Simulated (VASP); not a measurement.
Input of a VASP 6.6.1 run:

Contents of POSCAR:

```
LaAl2TeRu2
1.0
    4.8178601355      0.0000000000      0.0000000000
    0.0000000000      4.8178601355      0.0000000000
    0.0000000000      0.0000000000      5.9292131464
La Te Al Ru
1 1 2 2
Direct
    0.0000000000      0.0000000000      0.5000000000
    0.0000000000      0.0000000000      0.0000000000
    0.5000000000      0.5000000000      0.2409667635
    0.5000000000      0.5000000000      0.7590332365
    0.0000000000      0.5000000000      0.0000000000
    0.5000000000      0.0000000000      0.0000000000
```

Contents of INCAR.step1:

```
PREC     = Accurate       # precision mode
ENCUT    = 520            # plane-wave cutoff, eV
ISMEAR   = 0              # smearing method
SIGMA    = 0.1829         # smearing width, eV
LREAL    = F              # projectors in reciprocal space
LASPH    = T              # aspherical terms in the spheres
NELM     = 80             # most SCF steps
NBANDS   = 34             # bands
GGA      = PE             # functional
ALGO     = Normal         # electronic algorithm
EDIFF    = 1E-4           # SCF threshold, eV
LWAVE    = T              # write WAVECAR
LCHARG   = F              # write CHGCAR
```

INCAR.step2

```
PREC     = Accurate       # precision mode
ENCUT    = 520            # plane-wave cutoff, eV
EDIFF    = 1E-7           # SCF threshold, eV
ISMEAR   = 0              # smearing method
SIGMA    = 0.1829         # smearing width, eV
LREAL    = F              # projectors in reciprocal space
LASPH    = T              # aspherical terms in the spheres
NELM     = 80             # most SCF steps
ALGO     = Normal         # electronic algorithm
ISIF     = 2              # what is computed and relaxed
LWAVE    = F              # write WAVECAR
LCHARG   = F              # write CHGCAR
METAGGA  = R2SCAN         # meta-GGA
LMIXTAU  = T            
NBANDS   = 34             # bands
ISTART   = 1
```

Contents of KPOINTS:

```
regular mesh
0
Gamma
  4 4 3
```

Potentials or basis: VASP PAW PBE potentials, release 64 (La, Te, Al, Ru_pv).

Launch:

```sh
$ cat potpaw_PBE.64/La/POTCAR potpaw_PBE.64/Te/POTCAR potpaw_PBE.64/Al/POTCAR potpaw_PBE.64/Ru_pv/POTCAR > POTCAR
$ cp INCAR.step1 INCAR
$ mpirun -np 1 vasp_std > vasp.out
$ cp INCAR.step2 INCAR
$ mpirun -np 1 vasp_std > vasp.out
```

Problem. What does it give for the largest force?

Solution. 0.003 eV/Å.

Problem. Estimate the pressure.

Solution. -0.1 GPa.

Forces on the atoms (eV/Å):
```
La   0.000  0.000  0.000
Te   0.000  0.000  0.000
Al   0.000  0.000  0.003
Al   0.000  0.000 -0.003
Ru   0.000  0.000  0.000
Ru   0.000  0.000  0.000
```

Caveat: the PAW data sets were made with another functional, which shifts forces and pressure a little.
